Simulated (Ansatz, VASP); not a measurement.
**SiNi: VASP beside Ansatz**

File POSCAR:

```
SiNi
1.0
    2.9427706600      0.0000000000      0.0000000000
    0.0000000000      3.2803255400      0.0000000000
    0.0000000000      0.0000000000      4.6774467600
Ni Si
2 2
Direct
    0.5000000000      0.5000000000      0.3424955900
    0.0000000000      0.0000000000      0.6575044100
    0.5000000000      0.5000000000      0.8431431600
    0.0000000000      0.0000000000      0.1568568400
```

INCAR.step1

```
ALGO     = Normal         # electronic algorithm
EDIFF    = 1E-5           # SCF threshold, eV
ENCUT    = 660            # plane-wave cutoff, eV
GGA      = PE             # functional
GGA_COMPAT= F            
ISMEAR   = -1             # smearing method
ISPIN    = 2              # spin polarisation
LASPH    = T              # aspherical terms in the spheres
LCHARG   = F              # write CHGCAR
LDAU     = T              # DFT+U
LDAUJ    = 0 0          
LDAUL    = 2 -1           # shell
LDAUTYPE = 2            
LDAUU    = 8 0            # U, eV
LMAXMIX  = 4              # l up to which the mixer works
LREAL    = F              # projectors in reciprocal space
LWAVE    = T              # write WAVECAR
MAGMOM   = 1 1 0 0        # initial moments
NBANDS   = 26             # bands
NELM     = 200            # most SCF steps
PREC     = Accurate       # precision mode
SIGMA    = 0.05           # smearing width, eV
```

Contents of INCAR.step2:

```
ALGO     = Normal         # electronic algorithm
EDIFF    = 1E-6           # SCF threshold, eV
ENCUT    = 660            # plane-wave cutoff, eV
GGA_COMPAT= F            
ISIF     = 2              # what is computed and relaxed
ISMEAR   = -1             # smearing method
ISPIN    = 2              # spin polarisation
ISTART   = 1            
LASPH    = T              # aspherical terms in the spheres
LCHARG   = F              # write CHGCAR
LDAU     = T              # DFT+U
LDAUJ    = 0 0          
LDAUL    = 2 -1           # shell
LDAUPRINT= 1            
LDAUTYPE = 2            
LDAUU    = 8 0            # U, eV
LMAXMIX  = 4              # l up to which the mixer works
LMIXTAU  = T            
LORBIT   = 11             # projections on sites
LREAL    = F              # projectors in reciprocal space
LWAVE    = F              # write WAVECAR
MAGMOM   = 1 1 0 0        # initial moments
METAGGA  = R2SCAN         # meta-GGA
NBANDS   = 26             # bands
NELM     = 200            # most SCF steps
PREC     = Accurate       # precision mode
SIGMA    = 0.05           # smearing width, eV
```

File KPOINTS:

```
k-points
0
Gamma
  9 8 6
```

File input.yaml:

```yaml
crystal:
  lattice:
    - [2.94277066, 0.0, 0.0]
    - [0.0, 3.28032554, 0.0]
    - [0.0, 0.0, 4.67744676]
  atoms:
    - { symbol: Ni, position: [0.5, 0.5, 0.34249559], spin: 1.0 }
    - { symbol: Ni, position: [0.0, 0.0, 0.65750441], spin: 1.0 }
    - { symbol: Si, position: [0.5, 0.5, 0.84314316] }
    - { symbol: Si, position: [0.0, 0.0, 0.15685684] }
hamiltonian:
  xc: r2scan
  pseudopotentials: { kind: paw }
  hubbard: { sites: [{ species: Ni, l: d, u_eff: 8.0 }] }
magnetization:
  spin_polarized: true
kpoints:
  mp_grid: { grid: [9, 8, 6] }
  band_path:
    path:
      - [[0.0, 0.0, 0.0], [0.5, 0.0, 0.0], [0.5, 0.5, 0.0], [0.0, 0.5, 0.0], [0.0, 0.0, 0.0], [0.0, 0.0, 0.5], [0.5, 0.0, 0.5], [0.5, 0.5, 0.5], [0.0, 0.5, 0.5], [0.0, 0.0, 0.5]]
      - [[0.0, 0.5, 0.0], [0.0, 0.5, 0.5]]
      - [[0.5, 0.0, 0.5], [0.5, 0.0, 0.0]]
      - [[0.5, 0.5, 0.0], [0.5, 0.5, 0.5]]
    npoints: 14
scf:
  occupations: { method: fermi_dirac, width: 0.05 }
  n_extra_bands: 10
output:
  forces: true
  stress: true
  eigenvalues: true
  fatbands: false
```

Alike in both runs: functional r2SCAN; k mesh 9 × 8 × 6; occupations fermi-dirac, width 0.05 eV; collinear spin; Hubbard terms Ni d U = 8.0 eV.

|  | VASP | Ansatz |
| --- | --- | --- |
| version | VASP 6.6.1 | Ansatz 0.2.0 |
| potentials or method | VASP PAW PBE potentials, release 64 (Ni, Si) | Ansatz PAW |
| plane-wave cutoff (eV) | 660 | 500 |
| valence electrons in the cell | 28 | 44 |
| task | single point | band structure |

Ansatz gave:

* gap on the k mesh at the Fermi level (eV): none
* pressure (GPa): -0.5
* traceless stress, the component that is largest in VASP (GPa): -0.11
* rms of the force components (eV/Å): 0.050
* net moment per atom (μB): 0.00

Problem. Which values does VASP return?

Solution. gap on the k mesh at the Fermi level (eV): none; pressure (GPa): -13.1; traceless stress, the component that is largest in VASP (GPa): -1.47; rms of the force components (eV/Å): 0.204; net moment per atom (μB): 0.00.

VASP's potentials were made for PBE, not for r2SCAN. The programs project onto different local orbitals, so the same U acts differently, and such runs can settle in different states. Atom by atom the forces differ by 0.172 eV/Å (rms over components). A gap of «none» marks a metal or a gap that the smearing closes. VASP's potentials hold 28 valence electrons a cell and Ansatz's 44, so a difference there can come from the potentials and not from the codes.

Noted on Ansatz's run: the magnetic or orbital state may not be the lowest.
